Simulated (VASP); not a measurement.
**WC (Qusongite): single point with PBEsol**

WC (Qusongite):

```xyz
2
Lattice="2.9065 0.0000 0.0000 -1.4532 2.5171 0.0000 0.0000 0.0000 2.8366" Properties=species:S:1:pos:R:3 pbc="T T T"
W     0.0145    0.0000    0.0000
C     1.4533    0.8390    1.4183
```

```json
{
  "Program": "VASP 6.6.1",
  "Task": "single point",
  "Functional": "PBEsol",
  "Potentials or basis": "VASP PAW PBE potentials, release 64 (W_sv, C)",
  "Cutoff": "520 eV",
  "k mesh": "6 × 6 × 5, shifted",
  "Occupations": "fermi-dirac, width 0.1 eV",
  "Spin": "no spin polarisation"
}
```

The pressure is -2.0 GPa, the largest force is 0.231 eV/Å and the band gap on the k mesh is zero (band 9 reaches 11.28 eV, above the bottom of band 10 at 10.64 eV).

Forces on the atoms (eV/Å):
```
W   -0.231 -0.002  0.000
C    0.231  0.002  0.000
```

Stress tensor (GPa, compression positive):
```
-1.39  0.53  0.00
 0.53 -1.39  0.00
 0.00  0.00 -3.14
```

Levels at points of the mesh, in eV from the Fermi level:
```
           k point  band 5  band 6  band 7  band 8  band 9  band 10  band 11  band 12  band 13  band 14
(0.08, 0.08, 0.00)  -13.91   -4.51   -3.65   -2.87   -1.15     3.00     4.60     4.64     5.33     7.84
```

Run time: 24 s on 1 thread of Intel(R) Xeon(R) Platinum 8488C (Sapphire Rapids), on a shared host, peak memory 0.18 GiB.

Caveat: the k points lie up to 0.44 Å⁻¹ apart; the PAW data sets were made with another functional, which shifts forces and pressure a little; spin-orbit coupling is left out, which moves the levels of the heavy elements.
